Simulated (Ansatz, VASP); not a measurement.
One calculation of Lu5Be, two programs

```
Lu Be
1.0
     0.00000    3.92466    3.92466
     3.92466    0.00000    3.92466
     3.92466    3.92466    0.00000
Lu Be
5 1
Direct
  0.12500 0.62500 0.62500
  0.62500 0.62500 0.62500
  0.62500 0.12500 0.62500
  0.62500 0.62500 0.12500
  0.25000 0.25000 0.25000
  0.00000 0.00000 0.00000
```

Change from the starting cell: species swapped into the DyCu5 type (F-43m, No. 216).

Alike in both runs: task single point; functional PBE; k mesh 4 × 4 × 4; occupations gaussian, width 0.1 eV; no spin polarisation.

|  | VASP | Ansatz |
| --- | --- | --- |
| version | VASP 6.6.1 | Ansatz 0.2.0 |
| potentials or method | VASP PAW PBE potentials, release 64 (Lu, Be), cutoff 520 eV | scalar-relativistic, plane waves, PAW |
| valence electrons in the cell | 127 | 127 |

Ansatz gave:

* gap on the k mesh at the Fermi level (eV): none
* pressure (GPa): 22.5

What did VASP give for the same quantities?

gap on the k mesh at the Fermi level (eV): none; pressure (GPa): 22.0.

A gap of «none» marks a metal or a gap that the smearing closes.

Spin-orbit coupling is off throughout.
